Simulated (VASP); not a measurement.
# Se: relaxation of cell and atoms with PBE

Se:

```
Se
1.0
    -1.37272    1.37272    1.37272
     1.37272   -1.37272    1.37272
     1.37272    1.37272   -1.37272
Se
1
Cartesian
  0.0000 0.0000 0.0000
```

```
Program                : VASP 6.6.1
Task                   : relaxation of cell and atoms
Functional             : PBE
Potentials or basis    : VASP PAW PBE potentials, release 64 (Se)
Cutoff                 : 600 eV
k mesh                 : 19 × 19 × 19
Occupations            : fermi-dirac, width 0.1 eV
Spin                   : no spin polarisation
Target pressure        : 220 GPa
Dipole correction      : no
Further INCAR settings : ALGO = Normal; EDIFF = 1e-06; IBRION = 2; EDIFFG = -0.005; NSW = 60; ISIF = 3
```

| Property | Result |
| --- | --- |
| Relaxed volume | 10.37 Å³/atom |
| Relaxed cell | a = 2.379 Å, b = 2.379 Å, c = 2.379 Å, α = 109.47°, β = 109.47°, γ = 109.47° |
| Space group after relaxing (to 0.05 Å) | Im-3m (No. 229) |
| Energy change on relaxing (the enthalpy is what falls) | -28.9 meV/atom |
| Ionic steps | 3 |
| Pressure after relaxing | 220.0 GPa |
| Band gap on the k mesh | zero (band 3 reaches 25.13 eV, above the bottom of band 4 at 8.92 eV) |

The path:
```tsv
step	energy change (eV)	largest force (eV/Å)	pressure (GPa)	volume (Å³)
1	0.0000	0.0000	221.62	10.35
2	-0.2113	0.0000	209.80	10.50
3	-0.0289	0.0000	220.01	10.37
```

Final structure:
```cif
data_structure
_symmetry_space_group_name_H-M 'P 1'
_symmetry_Int_Tables_number 1
_cell_length_a 2.3792
_cell_length_b 2.3792
_cell_length_c 2.3792
_cell_angle_alpha 109.471
_cell_angle_beta 109.471
_cell_angle_gamma 109.471
_cell_volume 10.37
loop_
_atom_site_label
_atom_site_type_symbol
_atom_site_fract_x
_atom_site_fract_y
_atom_site_fract_z
_atom_site_occupancy
Se1 Se 0.00000 0.00000 0.00000 1
```

Levels at points of the mesh, in eV from the Fermi level:
| k point | band 1 | band 2 | band 3 | band 4 | band 5 | band 6 | band 7 |
| --- | --- | --- | --- | --- | --- | --- | --- |
| (0.00, 0.00, 0.00) | -25.27 | 8.31 | 8.31 | 8.31 | 14.20 | 14.20 | 14.20 |

Wall time 23 s on 1 thread of Intel(R) Xeon(R) 6975P-C (Granite Rapids), on a shared host, peak memory 0.14 GiB.

Caveat: the cell is relaxed towards a set pressure, so the enthalpy falls and the energy may rise.
